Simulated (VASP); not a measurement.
Wanted: the native input for a VASP 6.6.1 run.

```yaml
Task: single point
Functional: LDA
Potentials_or_basis: VASP PAW LDA potentials, release 64 (Mg)
Cutoff: 520 eV
k_mesh: 11 × 11 × 6
Occupations: fermi-dirac, width 0.05 eV
Spin: no spin polarisation
Dipole_correction: no
Further_INCAR_settings: ALGO = Normal; EDIFF = 1e-06; NBANDS = 9
```

The structure of Mg lies in POSCAR:

```
Mg
1.0
    3.1891760000      0.0000000000      0.0000000000
   -1.5945880000      2.7619080000      0.0000000000
    0.0000000000      0.0000000000      5.1134100000
Mg
2
Direct
    0.3333330000      0.6666670000      0.2500000000
    0.6666670000      0.3333330000      0.7500000000
```

The input as run:

INCAR

```
SYSTEM = Mg
PREC = Accurate ; ENCUT = 520
EDIFF = 1E-6 ; ISMEAR = -1
SIGMA = 0.05 ; LREAL = .False.
LASPH = .True. ; NELM = 100
ALGO = Normal ; ISIF = 2
LWAVE = .False. ; LCHARG = .False.
GGA = CA ; NBANDS = 9
```

KPOINTS

```
Automatic mesh
0
Gamma
  11 11 6
  0 0 0
```

Potentials or basis: VASP PAW LDA potentials, release 64 (Mg).

Launch:

```sh
$ cat potpaw_LDA.64/Mg/POTCAR > POTCAR
$ mpirun -np 1 vasp_std > vasp.out
```

It gave:

```yaml
Pressure: -1.9 GPa
Band_gap_on_the_k_mesh: zero (bands 2 and 3 overlap by 2.02 eV)
```

Run time: 18 s on 1 thread of Intel Xeon 8259CL, with other jobs on the host, peak memory 0.15 GiB.
